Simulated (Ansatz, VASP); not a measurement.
Two plane-wave programs on KMgF3

```
K Mg F
1.0
     4.30477    0.00000    0.00000
     0.00000    4.30477    0.00000
     0.00000    0.00000    3.82646
K Mg F
1 1 3
Direct
  0.50000 0.50000 0.50000
  0.00000 0.00000 0.00000
  0.50000 0.00000 0.00000
  0.00000 0.50000 0.00000
  0.00000 0.00000 0.50000
```

Change from the starting cell: strain +0.080 along x and y, -0.040 along z, atoms carried along.

Alike in both runs: task single point; functional PBEsol; k mesh 6 × 6 × 6; occupations gaussian, width 0.05 eV; no spin polarisation.

|  | VASP | Ansatz |
| --- | --- | --- |
| version | VASP 6.6.1 | Ansatz 0.2.0 |
| potentials or method | VASP PAW PBE potentials, release 64 (K_sv, Mg, F), cutoff 520 eV | scalar-relativistic, plane waves, PAW |
| valence electrons in the cell | 32 | 40 |

VASP gave:

| Quantity | Value |
| --- | --- |
| gap on the k mesh at the Fermi level (eV) | 6.32 |
| least direct gap on the mesh (eV) | 6.58 |
| pressure (GPa) | -5.3 |
| traceless stress, the component that is largest in VASP (GPa) | 5.92 |

Question: What did Ansatz give for the same quantities?

Answer: gap on the k mesh at the Fermi level (eV): 6.35; least direct gap on the mesh (eV): 6.60; pressure (GPa): -4.9; traceless stress, the component that is largest in VASP (GPa): 5.94.

VASP's potentials were made for PBE, not for PBEsol. VASP's potentials hold 32 valence electrons a cell and Ansatz's 40, so a difference there can come from the potentials and not from the codes.
